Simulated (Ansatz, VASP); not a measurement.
# GaP in VASP and in Ansatz

File INCAR:

```
PREC = Accurate
ENCUT = 500
EDIFF = 1E-6
ISMEAR = 0
SIGMA = 0.1
LREAL = False
LASPH = True
NELM = 120
ALGO = Normal
ISIF = 2
LWAVE = False
LCHARG = True
GGA = PE
IVDW = 12
LELF = True
LVHAR = True
NBANDS = 16
GGA_COMPAT = False
```

File KPOINTS:

```
Automatic mesh
0
Gamma
  6 6 6
```

POSCAR

```
GaP
1.0
    0.0000000000      2.7252500000      2.7252500000
    2.7252500000      0.0000000000      2.7252500000
    2.7252500000      2.7252500000      0.0000000000
Ga P
1 1
Direct
    0.0000000000      0.0000000000      0.0000000000
    0.2500000000      0.2500000000      0.2500000000
```

Input for Ansatz:

```yaml
crystal:
  lattice:
    - [0.0, 2.72525, 2.72525]
    - [2.72525, 0.0, 2.72525]
    - [2.72525, 2.72525, 0.0]
  atoms:
    - { symbol: Ga, position: [0.0, 0.0, 0.0] }
    - { symbol: P, position: [0.25, 0.25, 0.25] }
basis:
  ecutwfc: 420
kpoints:
  mp_grid: { grid: [6, 6, 6] }
hamiltonian:
  xc: pbe
  dispersion: d3bj
scf:
  occupations: { method: gaussian, width: 0.1 }
output:
  forces: true
  stress: true
  eigenvalues: true
```

Alike in both runs: task single point; functional PBE; dispersion D3(BJ); k mesh 6 × 6 × 6; occupations gaussian, width 0.1 eV; no spin polarisation.

|  | VASP | Ansatz |
| --- | --- | --- |
| version | VASP 6.6.1 | Ansatz 0.2.0 |
| potentials or method | VASP PAW PBE potentials, release 64 (Ga_d, P), cutoff 500 eV | scalar-relativistic, plane waves, PAW |
| valence electrons in the cell | 18 | 18 |

|  | VASP | Ansatz | Ansatz less VASP |
| --- | --- | --- | --- |
| gap on the k mesh at the Fermi level (eV) | 1.65 | 1.65 | 0.000 |
| least direct gap on the mesh (eV) | 1.82 | 1.83 | +0.002 |
| pressure (GPa) | -0.3 | -0.2 | +0.09 |
